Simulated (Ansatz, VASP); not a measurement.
Given: the input of a run of VASP 6.6.1 on PtSe2.

Contents of POSCAR:

```
PtSe2
1.0
    3.7240000000      0.0000000000      0.0000000000
   -1.8620000000      3.2250786037      0.0000000000
    0.0000000000      0.0000000000      5.0620000000
Pt Se
1 2
Direct
    0.0000000000      0.0000000000      0.0000000000
    0.6666666667      0.3333333333      0.7500000000
    0.3333333333      0.6666666667      0.2500000000
```

The input INCAR.step1:

```
SYSTEM = PtSe2
  PREC = Accurate
  ENCUT = 520
  EDIFF = 1E-5
  ISMEAR = -1
  SIGMA = 0.05
  LREAL = .FALSE.
  LASPH = .TRUE.
  NELM = 100
  ALGO = Normal
  ISIF = 2
  LWAVE = .TRUE.
  NBANDS = 18
  GGA = PE
```

The input INCAR.step2:

```
SYSTEM = PtSe2
  PREC = Accurate
  ENCUT = 520
  EDIFF = 1E-6
  ISMEAR = -1
  SIGMA = 0.05
  LREAL = .FALSE.
  LASPH = .TRUE.
  NELM = 100
  ALGO = Normal
  ISIF = 2
  LWAVE = .FALSE.
  LCHARG = .TRUE.
  METAGGA = R2SCAN
  LHFCALC = .TRUE.
  AEXX = 0.1
  LMIXTAU = .TRUE.
  PRECFOCK = Normal
  LELF = .TRUE.
  LVHAR = .TRUE.
  NBANDS = 18
  ISTART = 1
```

The input KPOINTS:

```
regular mesh
0
G
  5 5 3
  0 0 0
```

Potentials or basis: VASP PAW PBE potentials, release 64 (Pt, Se).

Command:

```console
$ cat potpaw_PBE.64/Pt/POTCAR potpaw_PBE.64/Se/POTCAR > POTCAR
$ cp INCAR.step1 INCAR
$ mpirun -np 1 vasp_std > vasp.out
$ cp INCAR.step2 INCAR
$ mpirun -np 1 vasp_std > vasp.out
```

**Question.** Translate it to Ansatz 0.2.0. Potentials there: Ansatz PAW.

**Answer.** As run (the cutoff follows the program's own potentials):

Contents of input.yaml:

```yaml
crystal:
  lattice:
    - [3.724, 0.0, 0.0]
    - [-1.862, 3.2250786037, 0.0]
    - [0.0, 0.0, 5.062]
  atoms:
    - { symbol: Pt, position: [0.0, 0.0, 0.0] }
    - { symbol: Se, position: [0.6666666667, 0.3333333333, 0.75] }
    - { symbol: Se, position: [0.3333333333, 0.6666666667, 0.25] }
hamiltonian:
  xc: r2scanh
  pseudopotentials: { kind: paw }
kpoints:
  mp_grid: { grid: [5, 5, 3] }
scf:
  occupations: { method: fermi_dirac, width: 0.05 }
output:
  forces: true
  stress: true
  eigenvalues: true
```

Potentials or basis: Ansatz PAW.

Command:

```console
$ ansatz run input.yaml --threads 2 --pin off --max-ram 5632MiB --backend cpu --events-out ev --progress --plain --runs-dir out
```

Both were run:

|  | VASP | Ansatz | Ansatz less VASP |
| --- | --- | --- | --- |
| gap on the k mesh at the Fermi level (eV) | 0.32 | 0.32 | -0.008 |
| least direct gap on the mesh (eV) | 1.42 | 1.40 | -0.020 |
| pressure (GPa) | 3.4 | 3.4 | +0.03 |
| traceless stress, the component that is largest in VASP (GPa) | 0.33 | 0.37 | +0.037 |
| rms of the force components (eV/Å) | 0.067 | 0.060 | -0.0073 |

VASP's potentials were made for PBE, not for r2SCANh. Atom by atom the forces differ by 0.007 eV/Å (rms over components). VASP's potentials hold 22 valence electrons a cell and Ansatz's 50, so a difference there can come from the potentials and not from the codes.

Neither program's run includes spin-orbit coupling. Noted on Ansatz's run: odd divisions of the mesh miss points on the zone boundary, where band edges often lie, so the gap on the mesh can be too wide.
